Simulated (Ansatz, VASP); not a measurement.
# Two plane-wave programs on Hg

The input INCAR:

```
SYSTEM = Hg
PREC     = Accurate       ! precision mode
ENCUT    = 520            ! plane-wave cutoff, eV
EDIFF    = 1E-6           ! SCF threshold, eV
ISMEAR   = 1              ! smearing method
SIGMA    = 0.1            ! smearing width, eV
LREAL    = .FALSE.        ! projectors in reciprocal space
LASPH    = .TRUE.         ! aspherical terms in the spheres
NELM     = 60             ! most SCF steps
ALGO     = Normal         ! electronic algorithm
ISIF     = 2              ! what is computed and relaxed
LWAVE    = .FALSE.        ! write WAVECAR
LCHARG   = .FALSE.        ! write CHGCAR
GGA      = RE             ! functional
IVDW     = 13             ! dispersion correction
NBANDS   = 19             ! bands
```

File KPOINTS:

```
regular mesh
0
G
  9 9 5
  0 0 0
```

POSCAR

```
Hg
1.0
    3.5297054961      0.0000000000      0.0000000000
   -1.7648527480      3.0568146275      0.0000000000
    0.0000000000      0.0000000000      5.5951745899
Hg
2
Direct
    0.3333333333      0.6666666667      0.2500000000
    0.6666666667      0.3333333333      0.7500000000
```

Contents of input.yaml:

```yaml
crystal:
  lattice:
    - [3.5297054961, 0.0, 0.0]
    - [-1.764852748, 3.0568146275, 0.0]
    - [0.0, 0.0, 5.5951745899]
  atoms:
    - { symbol: Hg, position: [0.3333333333, 0.6666666667, 0.25] }
    - { symbol: Hg, position: [0.6666666667, 0.3333333333, 0.75] }
hamiltonian:
  xc: revpbe
  pseudopotentials: { kind: paw }
  dispersion: d4
kpoints:
  mp_grid: { grid: [9, 9, 5] }
scf:
  occupations: { method: methfessel_paxton, width: 0.1 }
output:
  forces: true
  stress: true
  eigenvalues: true
```

Alike in both runs: task single point; functional revPBE; dispersion D4; k mesh 9 × 9 × 5; occupations methfessel-paxton of order 1, width 0.1 eV; no spin polarisation.

```csv
,VASP,Ansatz
version,VASP 6.6.1,Ansatz 0.2.0
potentials or method,"VASP PAW PBE potentials, release 64 (Hg)",Ansatz PAW
plane-wave cutoff (eV),520,420
valence electrons in the cell,24,40
```

```tsv
	VASP	Ansatz	Ansatz less VASP
gap on the k mesh at the Fermi level (eV)	0.08	0.07	-0.007
least direct gap on the mesh (eV)	1.29	1.27	-0.011
pressure (GPa)	-0.8	-0.9	-0.05
```

VASP's potentials were made for PBE, not for revPBE. VASP's potentials hold 24 valence electrons a cell and Ansatz's 40, so a difference there can come from the potentials and not from the codes.

Spin-orbit coupling is off throughout. Noted on Ansatz's run: odd divisions of the mesh miss points on the zone boundary, where band edges often lie, so the gap on the mesh can be too wide.
